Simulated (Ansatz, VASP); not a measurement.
**Ca in VASP and in Ansatz**

```
Ca
1.0
     0.00000    2.79420    2.79420
     2.79420    0.00000    2.79420
     2.79420    2.79420    0.00000
Ca
1
Direct
  0.00000 0.00000 0.00000
```

Alike in both runs: task single point; functional PBEsol; k mesh 11 × 11 × 11; occupations fermi-dirac, width 0.08 eV; no spin polarisation.

|  | VASP | Ansatz |
| --- | --- | --- |
| version | VASP 6.6.1 | Ansatz 0.2.0 |
| potentials or method | VASP PAW PBE potentials, release 64 (Ca_sv), cutoff 500 eV | all-electron LAPW, scalar-relativistic |

|  | VASP | Ansatz | Ansatz less VASP |
| --- | --- | --- | --- |
| pressure (GPa) | -1.2 | -1.2 | +0.01 |

VASP's potentials were made for PBE, not for PBEsol. Ansatz ran all-electron here, and VASP with PAW potentials.
